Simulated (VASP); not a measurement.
# Ta2PtS4 (Cmmm) in VASP: notebook, part 2 of 2

VASP 6.6.1. Earlier steps stand in the parts before.

## Step 5: Single point, PBE

Input file INCAR:

```
PREC = Accurate
ENCUT = 520
EDIFF = 1E-6
ISMEAR = 0
SIGMA = 0.1
LREAL = False
LASPH = True
NELM = 60
ALGO = Normal
ISIF = 2
LWAVE = False
LCHARG = False
GGA = PE
NBANDS = 37
```

Input file KPOINTS:

```
Automatic mesh
0
Gamma
  4 4 6
```

Input file POSCAR:

```
Ta2PtS4
1.0
    3.6580209600     -5.1812867000      0.0000000000
    3.6580209600      5.1812867000      0.0000000000
    0.0000000000      0.0000000000      3.6379513700
Ta Pt S
2 1 4
Direct
    0.5000000000      0.0000000000      0.5000000000
    0.0000000000      0.5000000000      0.5000000000
    0.0000000000      0.0000000000      0.0000000000
    0.7590458400      0.7590458400      0.5000000000
    0.2409541600      0.2409541600      0.5000000000
    0.7564236600      0.2435763400      0.0000000000
    0.2435763400      0.7564236600      0.0000000000
```

Potentials or basis: VASP PAW PBE potentials, release 64 (Ta_pv, Pt, S).

Command:

```
$ cat potpaw_PBE.64/Ta_pv/POTCAR potpaw_PBE.64/Pt/POTCAR potpaw_PBE.64/S/POTCAR > POTCAR
$ mpirun -np 1 vasp_std > vasp.out
```

OUTCAR:

```text
PREC = Accurate
   ENCUT = 520
   EDIFF = 1E-6
   ISMEAR = 0
   LREAL = False
   LASPH = True
   NELM = 60
   ISIF = 2
   GGA = PE

 ion  position               nearest neighbor table
   1  0.500  0.000  0.500-   6 2.58   7 2.58   6 2.58   7 2.58   4 2.59   5 2.59
   2  0.000  0.500  0.500-   6 2.58   7 2.58   6 2.58   7 2.58   4 2.59   5 2.59
   3  0.000  0.000  0.000-   6 2.52   7 2.52   4 2.53   5 2.53   4 2.53   5 2.53
   4  0.759  0.759  0.500-   3 2.53   3 2.53   1 2.59   2 2.59
   5  0.241  0.241  0.500-   3 2.53   3 2.53   1 2.59   2 2.59
   6  0.756  0.244  0.000-   3 2.52   2 2.58   1 2.58   1 2.58   2 2.58
   7  0.244  0.756  0.000-   3 2.52   2 2.58   1 2.58   1 2.58   2 2.58

  LATTYP: Found a base centered orthorhombic cell.
 ALAT       =     7.3160419200
 B/A-ratio  =     1.4164179912
 C/A-ratio  =     0.4972567694

  Lattice vectors:

 A1 = (   3.6580209600,  -5.1812867000,   0.0000000000)
 A2 = (   3.6580209600,   5.1812867000,   0.0000000000)
 A3 = (   0.0000000000,   0.0000000000,   3.6379513700)

Analysis of symmetry for initial positions (statically):
[... 180 lines left out ...]

  energy without entropy =      -47.40475152  energy(sigma->0) =      -47.42639986

 E-fermi :   6.4006     XC(G=0): -10.6391

 val. band max:        6.3935134655   @ k =   0.0000   0.0000   0.0000
 cond. band min:       6.4211263662   @ k =   0.0000   0.0000   0.3333
 fundamental gap:      0.0276129007
 Fermi energy:         6.4006114596

 k-point     1 :       0.0000    0.0000    0.0000
  band No.  band energies     occupation
      1     -29.5580      2.00000
      2     -29.4855      2.00000
      3     -29.4812      2.00000
      4     -29.4767      2.00000
      5     -29.4756      2.00000
      6     -29.4703      2.00000
[... 949 lines left out ...]
     36       9.2560      0.00000
     37       9.2805      0.00000

 [... further k-points ...]
[... 5 lines left out ...]
  --------------------------------------------------------------------------------------
  -------------------------------------------------------------------------------------
  Total       -9.0118561     -7.2320697     -6.1774780     -0.0000000      0.0000000      0.0000000
  in kB     -104.7017962    -84.0238320    -71.7713463     -0.0000000      0.0000000      0.0000000
  external PRESSURE =     -86.8323248 kB  Pullay stress =       0.0000000 kB

 VOLUME and BASIS-vectors are now :
 -----------------------------------------------------------------------------
  energy-cutoff  :      520.00
  volume of cell :      137.90
      direct lattice vectors                 reciprocal lattice vectors
     3.658020960 -5.181286700  0.000000000     0.136685931 -0.096501126  0.000000000
     3.658020960  5.181286700  0.000000000     0.136685931  0.096501126  0.000000000
     0.000000000  0.000000000  3.637951370     0.000000000  0.000000000  0.274879980

 POSITION                                       TOTAL-FORCE (eV/Angst)
 -----------------------------------------------------------------------------------
      1.82901     -2.59064      1.81898        -0.000000     -0.000000      0.000000
      1.82901      2.59064      1.81898         0.000000      0.000000      0.000000
      0.00000      0.00000      0.00000         0.000000      0.000000      0.000000
      5.55321      0.00000      1.81898         0.487883      0.000000      0.000000
      1.76283      0.00000      1.81898        -0.487883      0.000000      0.000000
      3.65802     -2.65721      0.00000         0.000000      0.219046      0.000000
      3.65802      2.65721      0.00000         0.000000     -0.219046      0.000000
 -----------------------------------------------------------------------------------
    total drift:                                0.000000     -0.000000     -0.000000

  FREE ENERGIE OF THE ION-ELECTRON SYSTEM (eV)
  ---------------------------------------------------
  free  energy   TOTEN  =       -47.4480481991 eV

  energy  without entropy=      -47.4047515229  energy(sigma->0) =      -47.42639986
```

stdout:

```text
POSCAR found type information on POSCAR TaPtS
 POSCAR found :  3 types and       7 ions
 scaLAPACK will be used
 LDA part: xc-table for (Slater+PW92), standard interpolation
 POSCAR, INCAR and KPOINTS ok, starting setup
 FFT: planning ... GRIDC
 FFT: planning ... GRID_SOFT
 FFT: planning ... GRID
 WAVECAR not read
 entering main loop
```

Run time: 5 min. Hardware: 1 thread of Intel Xeon 8259CL, shared host; peak memory 0.32 GiB.

Results:

```yaml
Free_energy: -47.4480 eV
Pressure: -8.7 GPa
Largest_force: 0.488 eV/Å
Band_gap_on_the_k_mesh: zero (bands 28 and 29 overlap by 0.48 eV)
```

Forces on the atoms (eV/Å):
```
Ta   0.000  0.000  0.000
Ta   0.000  0.000  0.000
Pt   0.000  0.000  0.000
S    0.488  0.000  0.000
S   -0.488  0.000  0.000
S    0.000  0.219  0.000
S    0.000 -0.219  0.000
```

Levels at points of the mesh, in eV from the Fermi level:
```
           k point  band 26  band 27  band 28  band 29  band 30  band 31
(0.00, 0.00, 0.00)    -2.15    -0.68    -0.23    -0.01     0.13     0.18
(0.50, 0.00, 0.00)    -1.20    -1.08    -0.18    -0.10     0.67     0.70
(0.50, 0.50, 0.00)    -1.54    -0.69    -0.51     0.20     0.76     0.80
(0.00, 0.00, 0.50)    -0.47     0.11     0.13     0.24     0.63     0.91
(0.50, 0.00, 0.50)    -0.50    -0.30    -0.14     0.17     0.48     1.18
(0.50, 0.50, 0.50)    -0.67    -0.63    -0.19     0.03     0.57     1.05
```

Caveat: the cell stands under tension; spin-orbit coupling is left out, which moves the levels of the heavy elements.

## Step 6: Single point, PBE

This run uses another cell than the first one, of 17.35 Å³/atom.

Input file INCAR:

```
SYSTEM = Ta2PtS4
ALGO     = Normal         ! electronic algorithm
EDIFF    = 1E-7           ! SCF threshold, eV
ENCUT    = 520            ! plane-wave cutoff, eV
GGA      = PE             ! functional
ISIF     = 2              ! what is computed and relaxed
ISMEAR   = 0              ! smearing method
LASPH    = .True.         ! aspherical terms in the spheres
LCHARG   = .False.        ! write CHGCAR
LREAL    = .False.        ! projectors in reciprocal space
LWAVE    = .False.        ! write WAVECAR
NBANDS   = 37             ! bands
NELM     = 60             ! most SCF steps
PREC     = Accurate       ! precision mode
SIGMA    = 0.1            ! smearing width, eV
```

Input file KPOINTS:

```
k-points
0
Gamma
  8 8 10
  0 0 0
```

Input file POSCAR:

```
Ta2PtS4
1.0
    3.3614497804     -5.0877921931      0.0000000000
    3.3614497804      5.0877921931      0.0000000000
    0.0000000000      0.0000000000      3.5514665052
Ta Pt S
2 1 4
Direct
    0.5000000000      0.0000000000      0.5000000000
    0.0000000000      0.5000000000      0.5000000000
    0.0000000000      0.0000000000      0.0000000000
    0.7753057510      0.7753057510      0.5000000000
    0.2246942490      0.2246942490      0.5000000000
    0.6796843346      0.3203156654      0.0000000000
    0.3203156654      0.6796843346      0.0000000000
```

Potentials or basis: VASP PAW PBE potentials, release 64 (Ta_pv, Pt, S).

Command:

```
$ cat potpaw_PBE.64/Ta_pv/POTCAR potpaw_PBE.64/Pt/POTCAR potpaw_PBE.64/S/POTCAR > POTCAR
$ mpirun -np 1 vasp_std > vasp.out
```

Run time: 17 min. Hardware: 1 thread of Intel Xeon 8259CL, shared host; peak memory 0.61 GiB.

The run converged. Its results:

```
Free energy            : -48.8086 eV
Pressure               : -0.1 GPa
Largest force          : 0.018 eV/Å
Band gap on the k mesh : zero (bands 28 and 29 overlap by 0.43 eV)
```

Forces on the atoms (eV/Å):
```
Ta   0.000  0.000  0.000
Ta   0.000  0.000  0.000
Pt   0.000  0.000  0.000
S    0.018  0.000  0.000
S   -0.018  0.000  0.000
S    0.000  0.017  0.000
S    0.000 -0.017  0.000
```

Stress tensor (GPa, compression positive):
```
-0.09  0.00  0.00
 0.00  0.05  0.00
 0.00  0.00 -0.14
```

Levels at points of the mesh, in eV from the Fermi level:
| k point | band 26 | band 27 | band 28 | band 29 | band 30 | band 31 |
| --- | --- | --- | --- | --- | --- | --- |
| (0.00, 0.00, 0.00) | -1.67 | -1.59 | -0.75 | 0.19 | 0.27 | 0.72 |
| (0.50, 0.00, 0.00) | -1.35 | -1.03 | -0.85 | 0.17 | 0.22 | 0.67 |
| (0.50, 0.50, 0.00) | -2.10 | -1.16 | -0.59 | 0.22 | 0.69 | 0.91 |
| (0.00, 0.00, 0.50) | -1.25 | -0.49 | 0.04 | 0.11 | 0.35 | 0.96 |
| (0.50, 0.00, 0.50) | -1.45 | -0.45 | -0.38 | -0.23 | 0.66 | 1.38 |
| (0.50, 0.50, 0.50) | -1.83 | -0.82 | -0.23 | -0.14 | 0.88 | 1.38 |

Caveat: spin-orbit coupling is left out, which moves the levels of the heavy elements.

## Step 7: The runs side by side

```tsv
spin	cell	k mesh	gap on the mesh (eV)	pressure (GPa)	moment (μB)	largest force (eV/Å)
collinear	a = 6.342, b = 6.342, c = 3.638 Å, angles 90.0, 90.0, 109.6°, 7 atoms, atomic positions A	4 × 4 × 6	none	-8.5	1.02	0.50
collinear	a = 6.080, b = 6.080, c = 3.567 Å, angles 90.0, 90.0, 113.8°, 7 atoms, atomic positions B	4 × 4 × 6	none	0.4	1.37	0.11
off	a = 6.080, b = 6.080, c = 3.567 Å, angles 90.0, 90.0, 113.8°, 7 atoms, atomic positions B	4 × 4 × 6	none	0.0	-	0.05
off	a = 6.342, b = 6.342, c = 3.638 Å, angles 90.0, 90.0, 109.6°, 7 atoms, atomic positions A	4 × 4 × 6	none	-8.7	-	0.49
off	a = 6.098, b = 6.098, c = 3.551 Å, angles 90.0, 90.0, 113.1°, 7 atoms, atomic positions C	8 × 8 × 10	none	-0.1	-	0.02
```

Alike in all rows: task single point; level PBE; potentials or basis VASP PAW PBE potentials, release 64 (Ta_pv, Pt, S); cutoff (eV) 520; smearing gaussian 0.1 eV.

Caveats: spin-orbit coupling is left out, which moves the levels of the heavy elements; the cell stands under tension (at least some runs).

Absolute energies hang on the potentials; compare differences alone.
